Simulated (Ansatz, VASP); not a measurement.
BN in VASP and in Ansatz

```
B N
1.0
     4.42268    0.00000    0.00000
     0.00000    4.42268    0.00000
     0.00000    0.00000    2.77860
B N
4 4
Direct
  0.17428 0.82572 0.50000
  0.32572 0.32572 0.00000
  0.67428 0.67428 0.00000
  0.82572 0.17428 0.50000
  0.81261 0.81261 0.50000
  0.31261 0.68739 0.00000
  0.68739 0.31261 0.00000
  0.18739 0.18739 0.50000
```

Alike in both runs: task single point; functional PBE; k mesh 6 × 6 × 10; occupations gaussian, width 0.05 eV; no spin polarisation.

|  | VASP | Ansatz |
| --- | --- | --- |
| version | VASP 6.6.1 | Ansatz 0.2.0 |
| potentials or method | VASP PAW PBE potentials, release 64 (B, N), cutoff 520 eV | scalar-relativistic, plane waves, PAW |
| valence electrons in the cell | 32 | 32 |

```tsv
	VASP	Ansatz	Ansatz less VASP
gap on the k mesh at the Fermi level (eV)	4.58	4.59	+0.002
least direct gap on the mesh (eV)	4.58	4.59	+0.002
pressure (GPa)	-25.5	-25.6	-0.11
traceless stress, the component that is largest in VASP (GPa)	-38.80	-38.59	+0.211
rms of the force components (eV/Å)	0.138	0.132	-0.0061
```

Atom by atom the forces differ by 0.012 eV/Å (rms over components). The functional is the same, so the differences come from potentials, cutoffs and numerics.
